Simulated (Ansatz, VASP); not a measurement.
## Au in VASP and in Ansatz

File INCAR:

```
SYSTEM = Au
PREC = Accurate ; ENCUT = 500
EDIFF = 1E-6 ; ISMEAR = 0
SIGMA = 0.1 ; LREAL = .FALSE.
LASPH = .TRUE. ; NELM = 120
ALGO = Normal ; ISIF = 2
LWAVE = .FALSE. ; LCHARG = .FALSE.
GGA = CA ; NBANDS = 18
GGA_COMPAT = .FALSE.
```

The input KPOINTS:

```
Automatic mesh
0
G
  6 6 4
  0 0 0
```

File POSCAR:

```
Au
1.0
    1.4113099650     -2.5559330250      0.0000000000
    1.4113099650      2.5559330250      0.0000000000
    0.0000000000      0.0000000000      4.8931696100
Au
2
Direct
    0.6653279700      0.3346720300      0.2500000000
    0.3346720300      0.6653279700      0.7500000000
```

Input for Ansatz:

```yaml
crystal:
  lattice:
    - [1.411309965, -2.555933025, 0.0]
    - [1.411309965, 2.555933025, 0.0]
    - [0.0, 0.0, 4.89316961]
  atoms:
    - { symbol: Au, position: [0.66532797, 0.33467203, 0.25] }
    - { symbol: Au, position: [0.33467203, 0.66532797, 0.75] }
basis:
  ecutwfc: "31 Ry"
kpoints:
  mp_grid: { grid: [6, 6, 4] }
hamiltonian:
  xc: lda
scf:
  occupations: { method: gaussian, width: 0.1 }
output:
  forces: true
  stress: true
  eigenvalues: true
```

Alike in both runs: task single point; functional LDA; k mesh 6 × 6 × 4; occupations gaussian, width 0.1 eV; no spin polarisation.

|  | VASP | Ansatz |
| --- | --- | --- |
| version | VASP 6.6.1 | Ansatz 0.2.0 |
| potentials or method | VASP PAW LDA potentials, release 64 (Au), cutoff 500 eV | scalar-relativistic, plane waves, PAW |
| valence electrons in the cell | 22 | 38 |

|  | VASP | Ansatz | Ansatz less VASP |
| --- | --- | --- | --- |
| gap on the k mesh at the Fermi level (eV) | none | none | - |
| pressure (GPa) | -9.0 | -9.5 | -0.43 |
| traceless stress, the component that is largest in VASP (GPa) | -4.31 | -4.16 | +0.142 |
| rms of the force components (eV/Å) | 0.011 | 0.011 | +0.0007 |

LDA's correlation is that of Perdew and Zunger in VASP and of Perdew and Wang (1992) in Ansatz. Atom by atom the forces differ by 0.001 eV/Å (rms over components). A gap of «none» marks a metal or a gap that the smearing closes. VASP's potentials hold 22 valence electrons a cell and Ansatz's 38, so a difference there can come from the potentials and not from the codes.

The k mesh is coarse, so the values compare programs but aren't converged. Neither program's run includes spin-orbit coupling.
